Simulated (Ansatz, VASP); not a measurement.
## MoS2: VASP beside Ansatz

POSCAR

```
MoS2
1.0
    3.1389915331      0.0000000000      0.0000000000
   -1.5694957665      2.7184538505      0.0000000000
    0.0000000000      0.0000000000      6.1394377878
Mo S
1 2
Direct
    0.0000000000      0.0000000000      0.5000000000
    0.3333333333      0.6666666667      0.2553200000
    0.6666666667      0.3333333333      0.7446800000
```

The input INCAR.step1:

```
SYSTEM = MoS2
ALGO = Normal
EDIFF = 1E-4
ENCUT = 520
GGA = PE
ISMEAR = 1
LASPH = .True.
LCHARG = .False.
LREAL = .False.
LWAVE = .True.
NBANDS = 20
NELM = 80
PREC = Accurate
SIGMA = 0.05
```

File INCAR.step2:

```
SYSTEM = MoS2
ALGO = Normal
EDIFF = 1E-7
ENCUT = 520
ISIF = 2
ISMEAR = 1
ISTART = 1
LASPH = .True.
LCHARG = .False.
LMIXTAU = .True.
LREAL = .False.
LWAVE = .False.
METAGGA = R2SCAN
NBANDS = 20
NELM = 80
PREC = Accurate
SIGMA = 0.05
```

KPOINTS

```
k-points
0
Gamma
  10 10 5
  0 0 0
```

Input for Ansatz:

```yaml
crystal:
  lattice:
    - [3.1389915330683094, 0.0, 0.0]
    - [-1.5694957665341547, 2.7184538504995377, 0.0]
    - [0.0, 0.0, 6.139437787841742]
  atoms:
    - { symbol: Mo, position: [0.0, 0.0, 0.5] }
    - { symbol: S, position: [0.3333333333333333, 0.6666666666666666, 0.25532] }
    - { symbol: S, position: [0.6666666666666666, 0.3333333333333333, 0.74468] }
basis:
  ecutwfc: 600.0
kpoints:
  mp_grid:
    grid: [10, 10, 5]
hamiltonian:
  xc: r2scan
scf:
  convergence:
    dr2_threshold: 1.0e-10
  occupations:
    method: methfessel_paxton
    width: 0.05
output:
  stress: true
```

Alike in both runs: task single point; functional r2SCAN; k mesh 10 × 10 × 5; occupations methfessel-paxton of order 1, width 0.05 eV; no spin polarisation.

```csv
,VASP,Ansatz
version,VASP 6.6.1,Ansatz 0.2.0
potentials or method,"VASP PAW PBE potentials, release 64 (Mo_sv, S), cutoff 520 eV","plane waves, PAW"
valence electrons in the cell,26,26
```

```csv
,VASP,Ansatz,Ansatz less VASP
pressure (GPa),13.8,13.8,-0.04
"traceless stress, the component that is largest in VASP (GPa)",1.68,1.70,+0.024
```

VASP's potentials were made for PBE, not for r2SCAN. Ansatz's warnings: structure snapped to symmetry.
